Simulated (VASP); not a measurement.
# Ag (Fm-3m) in VASP: further runs

Runs on Ag. Level: LDA. Tasks: single point.

Program: VASP 6.6.1. These are calculated values, not measurements. Logs are shortened: lines on timing, memory, paths and dates and some standing lists are left out, and cuts for length are marked.

## Step 1: The cell of the first run

Symmetry: Fm-3m, No. 225, cubic system. Conventional cell: a = 3.999 Å, b = 3.999 Å, c = 3.999 Å, α = 90.00°, β = 90.00°, γ = 90.00°. Within 3.7 Å of Ag (site symmetry m-3m) lie 12 Ag at 2.83 Å.

## Step 2: Single point, LDA

File INCAR:

```
SYSTEM = Ag
PREC = Accurate ; ENCUT = 520
EDIFF = 1E-6 ; ISMEAR = -1
SIGMA = 0.1 ; LREAL = .FALSE.
LASPH = .TRUE. ; NELM = 100
ALGO = Normal ; ISIF = 2
LWAVE = .FALSE. ; LCHARG = .FALSE.
NBANDS = 12
```

File KPOINTS:

```
regular mesh
0
G
  22 22 22
  0 0 0
```

File POSCAR:

```
Ag
1.0
    0.0000000000      1.9996579419      1.9996579419
    1.9996579419      0.0000000000      1.9996579419
    1.9996579419      1.9996579419      0.0000000000
Ag
1
Direct
    0.0000000000      0.0000000000      0.0000000000
```

Potentials or basis: VASP PAW LDA potentials, release 64 (Ag).

On the command line:

```console
$ cat potpaw_LDA.64/Ag/POTCAR > POTCAR
$ mpirun -np 1 vasp_std > vasp.out
```

OUTCAR:

```text
SYSTEM = Ag
   PREC = Accurate
   ENCUT = 520
   EDIFF = 1E-6
   ISMEAR = -1
   LREAL = .FALSE.
   LASPH = .TRUE.
   NELM = 100
   ISIF = 2

 ion  position               nearest neighbor table
   1  0.000  0.000  0.000-

  LATTYP: Found a face centered cubic cell.
 ALAT       =     3.9993158838

  Lattice vectors:

 A1 = (   0.0000000000,   1.9996579419,   1.9996579419)
 A2 = (   1.9996579419,   0.0000000000,   1.9996579419)
 A3 = (   1.9996579419,   1.9996579419,   0.0000000000)

Analysis of symmetry for initial positions (statically):
=====================================================================
 Subroutine PRICEL returns:
 Original cell was already a primitive cell.

 Routine SETGRP: Setting up the symmetry group for a
 face centered cubic supercell.

 Subroutine GETGRP returns: Found 48 space group operations
 (whereof 48 operations were pure point group operations)
 out of a pool of 48 trial point group operations.

The static configuration has the point symmetry O_h .

Analysis of symmetry for dynamics (positions and initial velocities):
=====================================================================
 Subroutine PRICEL returns:
 Original cell was already a primitive cell.

 Routine SETGRP: Setting up the symmetry group for a
 face centered cubic supercell.

 Subroutine GETGRP returns: Found 48 space group operations
 (whereof 48 operations were pure point group operations)
 out of a pool of 48 trial point group operations.

The dynamic configuration has the point symmetry O_h .

 Subroutine INISYM returns: Found 48 space group operations
 (whereof 48 operations are pure point group operations),
 and found     1 'primitive' translations

----------------------------------------------------------------------------------------

                                     Primitive cell

  volume of cell :      15.9918

  direct lattice vectors                    reciprocal lattice vectors
     0.000000000  1.999657942  1.999657942    -0.250042765  0.250042765  0.250042765
     1.999657942  0.000000000  1.999657942     0.250042765 -0.250042765  0.250042765
     1.999657942  1.999657942  0.000000000     0.250042765  0.250042765 -0.250042765

  length of vectors
     2.827943382  2.827943382  2.827943382     0.433086772  0.433086772  0.433086772

  position of ions in fractional coordinates (direct lattice)
     0.000000000  0.000000000  0.000000000

  ion indices of the primitive-cell ions
   primitive index   ion index
                 1           1

----------------------------------------------------------------------------------------

 KPOINTS: regular mesh

Automatic generation of k-mesh.
 Grid dimensions read from file:
 generate k-points for:   22   22   22

 Generating k-lattice:

  Cartesian coordinates                     Fractional coordinates (reciprocal lattice)
    -0.011365580  0.011365580  0.011365580     0.045454545  0.000000000  0.000000000
     0.011365580 -0.011365580  0.011365580     0.000000000  0.045454545  0.000000000
     0.011365580  0.011365580 -0.011365580     0.000000000  0.000000000  0.045454545

  Length of vectors
     0.019685762  0.019685762  0.019685762

  Shift w.r.t. Gamma in fractional coordinates (k-lattice)
     0.000000000  0.000000000  0.000000000

 Subroutine IBZKPT returns following result:
 ===========================================

 Found    328 irreducible k-points:

 Following reciprocal coordinates:
            Coordinates               Weight
  0.000000  0.000000  0.000000      1.000000
  0.045455  0.000000  0.000000      8.000000
  0.090909  0.000000  0.000000      8.000000
  0.136364  0.000000  0.000000      8.000000
  0.181818  0.000000  0.000000      8.000000
  0.227273  0.000000  0.000000      8.000000
[... 16 lines left out ...]
  0.500000  0.045455  0.000000     24.000000
 -0.454545  0.045455  0.000000     24.000000
 [... further k-points ...]
   k-points           NKPTS =    328   k-points in BZ     NKDIM =    328   number of bands    NBANDS=     12
   number of dos      NEDOS =    301   number of ions     NIONS =      1
   total plane-waves  NPLWV =  13824
   dimension x,y,z NGX =    24 NGY =   24 NGZ =   24
   dimension x,y,z NGXF=    48 NGYF=   48 NGZF=   48
   ions per type =               1
   NGX,Y,Z   is equivalent  to a cutoff of  14.11, 14.11, 14.11 a.u.
   NGXF,Y,Z  is equivalent  to a cutoff of  28.22, 28.22, 28.22 a.u.
 SYSTEM =  Ag
   PREC   = accura    normal or accurate (medium, high low for compatibility)
   ISTART =      0    job   : 0-new  1-cont  2-samecut
   ICHARG =      2    charge: 1-file 2-atom 10-const
   ISPIN  =      1    spin polarized calculation?
   LNONCOLLINEAR =      F non collinear calculations
   LSORBIT =      F    spin-orbit coupling
   LASPH  =      T    aspherical Exc in radial PAW
   ENCUT  =  520.0 eV  38.22 Ry    6.18 a.u.   5.26  5.26  5.26*2*pi/ulx,y,z
   NELM   =    100;   NELMIN=  2; NELMDL= -5     # of ELM steps
   EDIFF  = 0.1E-05   stopping-criterion for ELM
   LREAL  =      F    real-space projection
   EDIFFG = 0.1E-04   stopping-criterion for IOM
   NSW    =      0    number of steps for IOM
   IBRION =     -1    ionic relax: 0-MD 1-quasi-New 2-CG
   NFREE  =      0    steps in history (QN), initial steepest desc. (CG)
   ISIF   =      2    stress and relaxation
   ISYM   =      2    0-nonsym 1-usesym 2-fastsym
   POTIM  = 0.5000    time-step for ionic-motion
   TEBEG  =    0.0;   TEEND  =   0.0 temperature during run
   PSTRESS=    0.0 pullay stress
   NELECT =      11.0000    total number of electrons
   NUPDOWN=      -1.0000    fix difference up-down
   EMIN   =  10.00;   EMAX   =-10.00  energy-range for DOS
   EFERMI =   0.00;   METHOD = LEGACY
   ISMEAR =    -1;   SIGMA  =   0.10  broadening in eV -4-tet -1-fermi 0-gaus
   EFERMI_NEDOS =   21; number of points for ismear=-14 and -15
   IALGO  =     38    algorithm
   IMIX   =      4    mixing-type and parameters
     AMIX     =   0.40;   BMIX     =  1.00
     AMIX_MAG =   1.60;   BMIX_MAG =  1.00
  volume/ion in A,a.u.               =      15.99       107.92
  Fermi-wavevector in a.u.,A,eV,Ry     =   1.445129  2.730898 28.414386  2.088398
  Thomas-Fermi vector in A             =   2.563346
   LORBIT       =      0    0 simple, 1 ext, 2 COOP (PROOUT), +10 PAW based schemes
   GGA     = CA    functional components
   LHFCALC =     F    Hartree Fock is set to
   AEXX    =    0.0000 exact exchange contribution
   IVDW    =     0    specifies the selected vdW correction
   LEPSILON=     F    determine dielectric tensor
   LRPA    =     F    only Hartree local field effects (RPA)
 non-spin polarized calculation
  energy-cutoff  :      520.00
  volume of cell :       15.99
 maximum number of plane-waves:       444
 NGX is ok and might be reduce to    24
   NGX = 11   NGY = 11   NGZ = 11

 number of electron      11.0000002 magnetization

 Free energy of the ion-electron system (eV)
  ---------------------------------------------------
  ext. energy  EPLUGINS =         0.00000000
  ---------------------------------------------------
  free energy    TOTEN  =        -3.78752919 eV

  energy without entropy =       -3.78026322  energy(sigma->0) =       -3.78389620

 E-fermi :   9.1085     XC(G=0): -12.9644

 val. band max:        9.0999324085   @ k =   0.4545   0.4091   0.0455
 cond. band min:       9.1540870245   @ k =   0.5000   0.2727   0.0909
 fundamental gap:      0.0541546160
 Fermi energy:         9.1084969123

 k-point     1 :       0.0000    0.0000    0.0000
  band No.  band energies     occupation
      1       0.7695      2.00000
      2       4.0636      2.00000
      3       4.0636      2.00000
      4       4.0636      2.00000
      5       5.2440      2.00000
      6       5.2440      2.00000
      7      25.2210      0.00000
      8      29.1098      0.00000
      9      29.1098      0.00000
     10      29.1098      0.00000
     11      34.2934      0.00000
     12      35.7294      0.00000

 k-point     2 :       0.0455    0.0000    0.0000
  band No.  band energies     occupation
      1       0.8380      2.00000
      2       4.0456      2.00000
      3       4.0840      2.00000
      4       4.0840      2.00000
      5       5.2355      2.00000
      6       5.2355      2.00000
      7      25.2558      0.00000
      8      28.5330      0.00000
      9      29.1531      0.00000
     10      29.1531      0.00000
     11      34.5314      0.00000
     12      35.6197      0.00000

 k-point     3 :       0.0909    0.0000    0.0000
  band No.  band energies     occupation
      1       1.0387      2.00000
      2       3.9991      2.00000
      3       4.1403      2.00000
      4       4.1403      2.00000
      5       5.2155      2.00000
      6       5.2155      2.00000
      7      25.2747      0.00000
      8      27.3200      0.00000
      9      29.2720      0.00000
     10      29.2720      0.00000
     11      33.9649      0.00000
     12      35.2648      0.00000
[... 286 lines left out ...]
 k-point    23 :       0.5000    0.0455    0.0000
  band No.  band energies     occupation
      1       2.3044      2.00000
      2       4.0128      2.00000
      3       4.0754      2.00000
      4       5.9604      2.00000
      5       6.1458      2.00000
      6       8.6409      1.98153
      7      13.0974      0.00000
      8      24.4766      0.00000
      9      27.1254      0.00000
     10      27.2115      0.00000
     11      33.0932      0.00000
     12      33.1518      0.00000

 k-point    24 :      -0.4545    0.0455    0.0000
  band No.  band energies     occupation
      1       2.3096      2.00000
      2       4.0217      2.00000
      3       4.0752      2.00000
      4       5.9776      2.00000
      5       6.0964      2.00000
      6       8.4968      1.99560
      7      13.2845      0.00000
      8      24.4876      0.00000
      9      26.9606      0.00000
     10      27.4780      0.00000
     11      33.0139      0.00000
     12      33.1686      0.00000

 [... further k-points ...]

------------------------ aborting loop because EDIFF is reached ----------------------------------------

  FORCE on cell =-STRESS in cart. coord.  units (eV):
  Direction    XX          YY          ZZ          XY          YZ          ZX
  --------------------------------------------------------------------------------------
  -------------------------------------------------------------------------------------
  Total        0.0333833      0.0333833      0.0333833     -0.0000000      0.0000000     -0.0000000
  in kB        3.3445911      3.3445911      3.3445911     -0.0000000      0.0000000     -0.0000000
  external PRESSURE =       3.3445911 kB  Pullay stress =       0.0000000 kB

 VOLUME and BASIS-vectors are now :
 -----------------------------------------------------------------------------
  energy-cutoff  :      520.00
  volume of cell :       15.99
      direct lattice vectors                 reciprocal lattice vectors
     0.000000000  1.999657942  1.999657942    -0.250042765  0.250042765  0.250042765
     1.999657942  0.000000000  1.999657942     0.250042765 -0.250042765  0.250042765
     1.999657942  1.999657942  0.000000000     0.250042765  0.250042765 -0.250042765

 POSITION                                       TOTAL-FORCE (eV/Angst)
 -----------------------------------------------------------------------------------
      0.00000      0.00000      0.00000        -0.000000      0.000000     -0.000000
 -----------------------------------------------------------------------------------
    total drift:                                0.000000     -0.000000     -0.000000

  FREE ENERGIE OF THE ION-ELECTRON SYSTEM (eV)
  ---------------------------------------------------
  free  energy   TOTEN  =        -3.7875291898 eV

  energy  without entropy=       -3.7802632194  energy(sigma->0) =       -3.78389620
```

It took 91 s on 1 thread of AMD EPYC 7R13, shared host; peak memory 0.15 GiB.

What came out:

| Quantity | Value |
| --- | --- |
| Free energy | -3.7875 eV |
| Pressure | 0.3 GPa |

## Step 3: Single point, LDA

File INCAR:

```
PREC = Accurate ; ENCUT = 520
EDIFF = 1E-6 ; ISMEAR = -1
SIGMA = 0.2 ; LREAL = False
LASPH = True ; NELM = 60
ALGO = Normal ; ISIF = 2
LWAVE = False ; LCHARG = False
GGA = CA ; NBANDS = 12
```

File KPOINTS:

```
Automatic mesh
0
Gamma
  13 13 13
```

POSCAR is that of step 2.

Potentials or basis: VASP PAW LDA potentials, release 64 (Ag).

On the command line:

```console
$ cat potpaw_LDA.64/Ag/POTCAR > POTCAR
$ mpirun -np 1 vasp_std > vasp.out
```

It took 21 s on 1 thread of AMD EPYC 7R13 (Zen 3), shared host; peak memory 0.11 GiB.

The run converged. Its results:

- Free energy: -3.7996 eV
- Pressure: 0.3 GPa

Levels at points of the mesh, in eV from the Fermi level:
| k point | band 4 | band 5 | band 6 | band 7 | band 8 | band 9 |
| --- | --- | --- | --- | --- | --- | --- |
| (0.00, 0.00, 0.00) | -5.12 | -3.94 | -3.94 | 16.04 | 19.93 | 19.93 |

## Step 4: Single point, LDA

File INCAR:

```
SYSTEM = Ag
PREC = Accurate
ENCUT = 520
EDIFF = 1E-7
ISMEAR = -1
SIGMA = 0.3
LREAL = .FALSE.
LASPH = .TRUE.
NELM = 60
ALGO = Normal
ISIF = 2
LWAVE = .FALSE.
LCHARG = .TRUE.
LELF = .TRUE.
LVHAR = .TRUE.
NBANDS = 12
```

File KPOINTS:

```
Automatic mesh
0
G
  13 13 13
  0 0 0
```

POSCAR is that of step 3.

On the command line:

```console
$ cat potpaw_LDA.64/Ag/POTCAR > POTCAR
$ mpirun -np 1 vasp_std > vasp.out
```

Wall time 25 s (1 thread of AMD EPYC 7R13 (Zen 3), shared host); peak memory 0.11 GiB.

It converged, with:

```
Free energy : -3.8201 eV
Pressure    : 0.5 GPa
```

Levels at points of the mesh, in eV from the Fermi level:
```tsv
k point	band 2	band 3	band 4	band 5	band 6	band 7	band 8	band 9	band 10	band 11
(0.00, 0.00, 0.00)	-5.09	-5.09	-5.09	-3.91	-3.91	16.08	19.96	19.96	19.96	25.15
```

(Continued in part 2 of 2.)
